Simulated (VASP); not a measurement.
Runs of VASP 6.6.1 on HfO2 (CdI2 type). The structure is that of space group P-3m1 (No. 164), or close to it. The cells are those of the table. 

```tsv
task	cell	cutoff (eV)	gap on the mesh (eV)	pressure (GPa)	largest force (eV/Å)
relaxation of cell and atoms	relaxed to 32 GPa from a = 3.151, b = 3.151, c = 3.779 Å, angles 90.0, 90.0, 120.0°, 3 atoms	600	(a)	32.1	-
single point	a = 3.151, b = 3.151, c = 3.779 Å, angles 90.0, 90.0, 120.0°, 3 atoms	520	3.21	(b)	0.22
relaxation of cell and atoms	relaxed to 32 GPa from a = 2.781, b = 2.781, c = 4.450 Å, angles 90.0, 90.0, 120.0°, 3 atoms	600	3.28	32.0	-
single point	a = 3.152, b = 3.152, c = 3.777 Å, angles 90.0, 90.0, 120.0°, 3 atoms	520	3.20	28.6	0.22
```

Alike in all rows: level PBE; potentials or basis VASP PAW PBE potentials, release 64 (Hf_pv, O); no spin polarisation; k mesh 13 × 13 × 7; smearing fermi-dirac 0.1 eV.

Estimate the missing entries.

(a) 3.27; (b) 28.7.

Caveats: spin-orbit coupling is left out, which moves the levels of the heavy elements; the cell is relaxed towards a set pressure, so the enthalpy falls and the energy may rise (some runs).

A k mesh can miss the band edges, and the runs leave out spin-orbit coupling on Hf.
